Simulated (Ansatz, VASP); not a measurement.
One calculation of Ru, two programs

```xyz
2
Lattice="2.6805 0.0000 0.0000 -1.3403 2.3214 0.0000 0.0000 0.0000 4.2399" Properties=species:S:1:pos:R:3 pbc="T T T"
Ru    0.0000    1.5476    1.0600
Ru    1.3403    0.7738    3.1799
```

Alike in both runs: functional PBEsol; dispersion D4; k mesh 18 × 18 × 10; occupations gaussian, width 0.1 eV; no spin polarisation.

Ansatz relaxed the structure, and its values are those at the end. VASP's run is a single point on that final structure, the one shown.

|  | VASP | Ansatz |
| --- | --- | --- |
| version | VASP 6.6.1 | Ansatz 0.2.0 |
| potentials or method | VASP PAW PBE potentials, release 64 (Ru_pv), cutoff 500 eV | scalar-relativistic, plane waves, PAW |
| valence electrons in the cell | 28 | 32 |

```csv
,VASP,Ansatz,Ansatz less VASP
gap on the k mesh at the Fermi level (eV),none,none,-
pressure (GPa),0.0,0.0,+0.03
```

VASP's potentials were made for PBE, not for PBEsol, and Ansatz warns of the same on its side. A gap of «none» marks a metal or a gap that the smearing closes. VASP's potentials hold 28 valence electrons a cell and Ansatz's 32, so a difference there can come from the potentials and not from the codes.
